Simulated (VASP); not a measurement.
Set up this calculation in VASP 6.6.1, as the native input.

```
Task                   : single point
Functional             : PBE
Potentials or basis    : VASP PAW PBE potentials, release 64 (Zn, S)
Cutoff                 : 520 eV
k mesh                 : 12 × 12 × 4
Occupations            : fermi-dirac, width 0.02 eV
Spin                   : no spin polarisation
Dipole correction      : no
Further INCAR settings : ALGO = Normal; EDIFF = 1e-06; NBANDS = 26
```

The structure of ZnS (Wurtzite-2H) lies in POSCAR:

```
ZnS
1.0
    3.8457820700      0.0000000000      0.0000000000
   -1.9228910350      3.3305449700      0.0000000000
    0.0000000000      0.0000000000      6.3040208800
Zn S
2 2
Direct
    0.3333333333      0.6666666667      0.0052010958
    0.6666666667      0.3333333333      0.5052010958
    0.3333333333      0.6666666667      0.3797989042
    0.6666666667      0.3333333333      0.8797989042
```

The input as run:

INCAR

```
PREC     = Accurate       # precision mode
ENCUT    = 520            # plane-wave cutoff, eV
EDIFF    = 1E-6           # SCF threshold, eV
ISMEAR   = -1             # smearing method
SIGMA    = 0.02           # smearing width, eV
LREAL    = False          # projectors in reciprocal space
LASPH    = True           # aspherical terms in the spheres
NELM     = 100            # most SCF steps
ALGO     = Normal         # electronic algorithm
ISIF     = 2              # what is computed and relaxed
LWAVE    = False          # write WAVECAR
LCHARG   = False          # write CHGCAR
GGA      = PE             # functional
NBANDS   = 26             # bands
```

KPOINTS

```
regular mesh
0
Gamma
  12 12 4
```

Potentials or basis: VASP PAW PBE potentials, release 64 (Zn, S).

Launch:

```sh
$ cat potpaw_PBE.64/Zn/POTCAR potpaw_PBE.64/S/POTCAR > POTCAR
$ mpirun -np 1 vasp_std > vasp.out
```

It gave:

```
Pressure               : 0.1 GPa
Band gap on the k mesh : 2.08 eV, direct
```

Run time: 82 s on 1 thread of Intel(R) Xeon(R) Platinum 8488C (Sapphire Rapids) (shared host), peak memory 0.25 GiB.
